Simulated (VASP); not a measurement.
# MgO (Fm-3m) in VASP: single point with r2SCAN

Aim: the single point of MgO with r2SCAN.

Program: VASP 6.6.1. These are calculated values, not measurements. Logs are shortened: lines on timing, memory, paths and dates and some standing lists are left out, and cuts for length are marked.

### Step 1. The cell of the first run

The structure is cubic, space group Fm-3m (No. 225). Conventional cell: a = 4.217 Å, b = 4.217 Å, c = 4.217 Å, α = 90.00°, β = 90.00°, γ = 90.00°. Mg (site symmetry m-3m) has 6 O at 2.11 Å within 2.8 Å. Within 2.8 Å of O (site symmetry m-3m) lie 6 Mg at 2.11 Å.

### Step 2. Single point, r2SCAN

Contents of POSCAR:

```
MgO
1.0
    0.0000000000      2.1085000000      2.1085000000
    2.1085000000      0.0000000000      2.1085000000
    2.1085000000      2.1085000000      0.0000000000
Mg O
1 1
Direct
    0.0000000000      0.0000000000      0.0000000000
    0.5000000000      0.5000000000      0.5000000000
```

Contents of INCAR.step1:

```
PREC = Accurate
ENCUT = 660
ISMEAR = 0
SIGMA = 0.01
LREAL = False
LASPH = True
NELM = 120
NBANDS = 11
GGA = PE
ALGO = Normal
EDIFF = 1E-5
LWAVE = True
LCHARG = False
GGA_COMPAT = False
```

Contents of INCAR.step2:

```
PREC = Accurate
ENCUT = 660
EDIFF = 1E-6
ISMEAR = 0
SIGMA = 0.01
LREAL = False
LASPH = True
NELM = 120
ALGO = Normal
ISIF = 2
LWAVE = False
LCHARG = False
METAGGA = R2SCAN
LMIXTAU = True
NBANDS = 11
ISTART = 1
GGA_COMPAT = False
```

Contents of KPOINTS:

```
regular mesh
0
Gamma
  8 8 8
```

Potentials or basis: VASP PAW PBE potentials, release 64 (Mg, O).

Run with:

```bash
$ cat potpaw_PBE.64/Mg/POTCAR potpaw_PBE.64/O/POTCAR > POTCAR
$ cp INCAR.step1 INCAR
$ mpirun -np 1 vasp_std > vasp.out
$ cp INCAR.step2 INCAR
$ mpirun -np 1 vasp_std > vasp.out
```

OUTCAR:

```text
PREC = Accurate
   ENCUT = 660
   EDIFF = 1E-6
   ISMEAR = 0
   LREAL = False
   LASPH = True
   NELM = 120
   ISIF = 2
   METAGGA = R2SCAN
   ISTART = 1

 ion  position               nearest neighbor table
   1  0.000  0.000  0.000-   2 2.11   2 2.11   2 2.11   2 2.11   2 2.11   2 2.11
   2  0.500  0.500  0.500-   1 2.11   1 2.11   1 2.11   1 2.11   1 2.11   1 2.11

  LATTYP: Found a face centered cubic cell.
 ALAT       =     4.2170000000

  Lattice vectors:

 A1 = (   0.0000000000,   2.1085000000,   2.1085000000)
 A2 = (   2.1085000000,   0.0000000000,   2.1085000000)
 A3 = (   2.1085000000,   2.1085000000,   0.0000000000)

Analysis of symmetry for initial positions (statically):
=====================================================================
 Subroutine PRICEL returns:
 Original cell was already a primitive cell.

 Routine SETGRP: Setting up the symmetry group for a
 face centered cubic supercell.

 Subroutine GETGRP returns: Found 48 space group operations
 (whereof 48 operations were pure point group operations)
 out of a pool of 48 trial point group operations.

The static configuration has the point symmetry O_h .

Analysis of symmetry for dynamics (positions and initial velocities):
=====================================================================
 Subroutine PRICEL returns:
 Original cell was already a primitive cell.

 Routine SETGRP: Setting up the symmetry group for a
 face centered cubic supercell.

 Subroutine GETGRP returns: Found 48 space group operations
 (whereof 48 operations were pure point group operations)
 out of a pool of 48 trial point group operations.

The dynamic configuration has the point symmetry O_h .

 Subroutine INISYM returns: Found 48 space group operations
 (whereof 48 operations are pure point group operations),
 and found     1 'primitive' translations

----------------------------------------------------------------------------------------

                                     Primitive cell

  volume of cell :      18.7478

  direct lattice vectors                    reciprocal lattice vectors
     0.000000000  2.108500000  2.108500000    -0.237135404  0.237135404  0.237135404
     2.108500000  0.000000000  2.108500000     0.237135404 -0.237135404  0.237135404
     2.108500000  2.108500000  0.000000000     0.237135404  0.237135404 -0.237135404

  length of vectors
     2.981869296  2.981869296  2.981869296     0.410730569  0.410730569  0.410730569

  position of ions in fractional coordinates (direct lattice)
     0.000000000  0.000000000  0.000000000
     0.500000000  0.500000000  0.500000000

  ion indices of the primitive-cell ions
   primitive index   ion index
                 1           1
                 2           2

----------------------------------------------------------------------------------------

 KPOINTS: regular mesh

Automatic generation of k-mesh.
 Grid dimensions read from file:
 generate k-points for:    8    8    8

 Generating k-lattice:

  Cartesian coordinates                     Fractional coordinates (reciprocal lattice)
    -0.029641926  0.029641926  0.029641926     0.125000000  0.000000000  0.000000000
     0.029641926 -0.029641926  0.029641926     0.000000000  0.125000000  0.000000000
     0.029641926  0.029641926 -0.029641926     0.000000000  0.000000000  0.125000000

  Length of vectors
     0.051341321  0.051341321  0.051341321

  Shift w.r.t. Gamma in fractional coordinates (k-lattice)
     0.000000000  0.000000000  0.000000000

 Subroutine IBZKPT returns following result:
 ===========================================

 Found     29 irreducible k-points:

 Following reciprocal coordinates:
            Coordinates               Weight
  0.000000  0.000000  0.000000      1.000000
  0.125000  0.000000  0.000000      8.000000
  0.250000  0.000000  0.000000      8.000000
  0.375000  0.000000  0.000000      8.000000
  0.500000  0.000000  0.000000      4.000000
  0.125000  0.125000  0.000000      6.000000
[... 16 lines left out ...]
  0.500000  0.250000  0.125000     48.000000
 -0.375000  0.250000  0.125000     24.000000
 [... further k-points ...]
   k-points           NKPTS =     29   k-points in BZ     NKDIM =     29   number of bands    NBANDS=     11
   number of dos      NEDOS =    301   number of ions     NIONS =      2
   total plane-waves  NPLWV =  21952
   dimension x,y,z NGX =    28 NGY =   28 NGZ =   28
   dimension x,y,z NGXF=    56 NGYF=   56 NGZF=   56
   ions per type =               1   1
   NGX,Y,Z   is equivalent  to a cutoff of  15.61, 15.61, 15.61 a.u.
   NGXF,Y,Z  is equivalent  to a cutoff of  31.22, 31.22, 31.22 a.u.
 SYSTEM =  unknown system
   PREC   = accura    normal or accurate (medium, high low for compatibility)
   ISTART =      1    job   : 0-new  1-cont  2-samecut
   ICHARG =      0    charge: 1-file 2-atom 10-const
   ISPIN  =      1    spin polarized calculation?
   LNONCOLLINEAR =      F non collinear calculations
   LSORBIT =      F    spin-orbit coupling
   LASPH  =      T    aspherical Exc in radial PAW
   ENCUT  =  660.0 eV  48.51 Ry    6.96 a.u.   6.25  6.25  6.25*2*pi/ulx,y,z
   NELM   =    120;   NELMIN=  2; NELMDL=  0     # of ELM steps
   EDIFF  = 0.1E-05   stopping-criterion for ELM
   LREAL  =      F    real-space projection
   EDIFFG = 0.1E-04   stopping-criterion for IOM
   NSW    =      0    number of steps for IOM
   IBRION =     -1    ionic relax: 0-MD 1-quasi-New 2-CG
   NFREE  =      0    steps in history (QN), initial steepest desc. (CG)
   ISIF   =      2    stress and relaxation
   ISYM   =      2    0-nonsym 1-usesym 2-fastsym
   POTIM  = 0.5000    time-step for ionic-motion
   TEBEG  =    0.0;   TEEND  =   0.0 temperature during run
   PSTRESS=    0.0 pullay stress
   NELECT =       8.0000    total number of electrons
   NUPDOWN=      -1.0000    fix difference up-down
   EMIN   =  10.00;   EMAX   =-10.00  energy-range for DOS
   EFERMI =   0.00;   METHOD = LEGACY
   ISMEAR =     0;   SIGMA  =   0.01  broadening in eV -4-tet -1-fermi 0-gaus
   EFERMI_NEDOS =   21; number of points for ismear=-14 and -15
   IALGO  =     38    algorithm
   IMIX   =      4    mixing-type and parameters
     AMIX     =   0.40;   BMIX     =  1.00
     AMIX_MAG =   1.60;   BMIX_MAG =  1.00
  volume/ion in A,a.u.               =       9.37        63.26
  Fermi-wavevector in a.u.,A,eV,Ry     =   1.232503  2.329092 20.668107  1.519063
  Thomas-Fermi vector in A             =   2.367270
   LORBIT       =      0    0 simple, 1 ext, 2 COOP (PROOUT), +10 PAW based schemes
   METAGGA = R2SCAN    functional components
   LHFCALC =     F    Hartree Fock is set to
   AEXX    =    0.0000 exact exchange contribution
   IVDW    =     0    specifies the selected vdW correction
   LEPSILON=     F    determine dielectric tensor
   LRPA    =     F    only Hartree local field effects (RPA)
 non-spin polarized calculation
 Gauss-broadening in eV      SIGMA  =   0.01
  energy-cutoff  :      660.00
  volume of cell :       18.75
 maximum number of plane-waves:       740
 NGX is ok and might be reduce to    28
   NGX = 13   NGY = 13   NGZ = 13

 number of electron       7.9999999 magnetization

 Free energy of the ion-electron system (eV)
  ---------------------------------------------------
  ext. energy  EPLUGINS =         0.00000000
  ---------------------------------------------------
  free energy    TOTEN  =       -16.16552380 eV

  energy without entropy =      -16.16552380  energy(sigma->0) =      -16.16552380

 E-fermi :   2.9363     XC(G=0): -11.5741

 val. band max:        2.7470150928   @ k =   0.0000   0.0000   0.0000
 cond. band min:       8.3202474878   @ k =   0.0000   0.0000   0.0000
 fundamental gap:      5.5732323950
 Fermi energy:         2.9362959214

 k-point     1 :       0.0000    0.0000    0.0000
  band No.  band energies     occupation
      1     -15.4330      2.00000
      2       2.7470      2.00000
      3       2.7470      2.00000
      4       2.7470      2.00000
      5       8.3202      0.00000
      6      19.5655      0.00000
      7      19.5655      0.00000
      8      19.5655      0.00000
      9      23.7026      0.00000
     10      25.4648      0.00000
     11      25.4648      0.00000

 k-point     2 :       0.1250    0.0000    0.0000
  band No.  band energies     occupation
      1     -15.2739      2.00000
      2       1.8231      2.00000
      3       2.6419      2.00000
      4       2.6419      2.00000
      5       9.2209      0.00000
      6      17.8943      0.00000
      7      19.9414      0.00000
      8      19.9414      0.00000
      9      24.4987      0.00000
     10      24.4987      0.00000
     11      25.9245      0.00000

 k-point     3 :       0.2500    0.0000    0.0000
  band No.  band energies     occupation
      1     -14.8625      2.00000
      2       0.1194      2.00000
      3       2.3991      2.00000
      4       2.3991      2.00000
      5      10.7017      0.00000
      6      16.3604      0.00000
      7      20.4703      0.00000
      8      20.4703      0.00000
      9      24.1127      0.00000
     10      24.1127      0.00000
     11      26.1659      0.00000

 k-point     4 :       0.3750    0.0000    0.0000
  band No.  band energies     occupation
      1     -14.4031      2.00000
      2      -1.2960      2.00000
      3       2.1699      2.00000
      4       2.1699      2.00000
      5      11.4346      0.00000
      6      16.2341      0.00000
      7      20.3069      0.00000
      8      20.3069      0.00000
      9      25.3811      0.00000
     10      25.5182      0.00000
     11      25.5182      0.00000

 k-point     5 :       0.5000    0.0000    0.0000
  band No.  band energies     occupation
      1     -14.1949      2.00000
      2      -1.8460      2.00000
      3       2.0789      2.00000
      4       2.0789      2.00000
      5      11.5286      0.00000
      6      16.5128      0.00000
      7      20.1364      0.00000
      8      20.1364      0.00000
      9      25.0697      0.00000
     10      26.6728      0.00000
     11      26.6728      0.00000
[... 211 lines left out ...]
 k-point    21 :       0.5000    0.5000    0.0000
  band No.  band energies     occupation
      1     -13.9465      2.00000
      2      -1.3378      2.00000
      3       1.3781      2.00000
      4       1.3781      2.00000
      5      12.7796      0.00000
      6      13.7722      0.00000
      7      16.9989      0.00000
      8      23.0629      0.00000
      9      23.0629      0.00000
     10      29.3388      0.00000
     11      30.9777      0.00000

 k-point    22 :       0.3750    0.2500    0.1250
  band No.  band energies     occupation
      1     -14.5694      2.00000
      2      -0.2437      2.00000
      3       1.5929      2.00000
      4       2.1223      2.00000
      5      12.1540      0.00000
      6      15.2154      0.00000
      7      18.9624      0.00000
      8      21.4823      0.00000
      9      22.0017      0.00000
     10      26.5114      0.00000
     11      30.0592      0.00000

 k-point    23 :       0.5000    0.2500    0.1250
  band No.  band energies     occupation
      1     -14.2089      2.00000
      2      -0.9399      2.00000
      3       1.0209      2.00000
      4       1.8670      2.00000
      5      13.1816      0.00000
      6      15.4328      0.00000
      7      17.7927      0.00000
      8      21.0701      0.00000
      9      23.6458      0.00000
     10      26.5008      0.00000
     11      30.2579      0.00000

 k-point    24 :      -0.3750    0.2500    0.1250
  band No.  band energies     occupation
      1     -14.0497      2.00000
      2      -1.2341      2.00000
      3       0.8144      2.00000
      4       1.7463      2.00000
      5      13.3500      0.00000
      6      16.0485      0.00000
      7      17.3549      0.00000
      8      20.8093      0.00000
      9      24.4780      0.00000
     10      26.1959      0.00000
     11      30.4064      0.00000

 [... further k-points ...]

------------------------ aborting loop because EDIFF is reached ----------------------------------------

  FORCE on cell =-STRESS in cart. coord.  units (eV):
  Direction    XX          YY          ZZ          XY          YZ          ZX
  --------------------------------------------------------------------------------------
  -------------------------------------------------------------------------------------
  Total       -0.3401045     -0.3401045     -0.3401045      0.0000000     -0.0000000      0.0000000
  in kB      -29.0651203    -29.0651203    -29.0651203      0.0000000     -0.0000000      0.0000000
  external PRESSURE =     -29.0651203 kB  Pullay stress =       0.0000000 kB

 VOLUME and BASIS-vectors are now :
 -----------------------------------------------------------------------------
  energy-cutoff  :      660.00
  volume of cell :       18.75
      direct lattice vectors                 reciprocal lattice vectors
     0.000000000  2.108500000  2.108500000    -0.237135404  0.237135404  0.237135404
     2.108500000  0.000000000  2.108500000     0.237135404 -0.237135404  0.237135404
     2.108500000  2.108500000  0.000000000     0.237135404  0.237135404 -0.237135404

 POSITION                                       TOTAL-FORCE (eV/Angst)
 -----------------------------------------------------------------------------------
      0.00000      0.00000      0.00000         0.000000      0.000000      0.000000
      2.10850      2.10850      2.10850        -0.000000     -0.000000     -0.000000
 -----------------------------------------------------------------------------------
    total drift:                                0.000000      0.000000      0.000000

  FREE ENERGIE OF THE ION-ELECTRON SYSTEM (eV)
  ---------------------------------------------------
  free  energy   TOTEN  =       -16.1655237978 eV

  energy  without entropy=      -16.1655237978  energy(sigma->0) =      -16.16552380
```

Run time: 72 s. Hardware: 1 thread of AMD EPYC 7R43 (Zen 3), shared host; peak memory 0.13 GiB.

What came out:

* Free energy: -16.1655 eV
* Pressure: -2.9 GPa
* Band gap on the k mesh: 5.57 eV

Caveat: the PAW data sets were made with another functional, which shifts forces and pressure a little. r2SCAN opens gaps a little over a GGA but as a rule still falls short of measured ones.
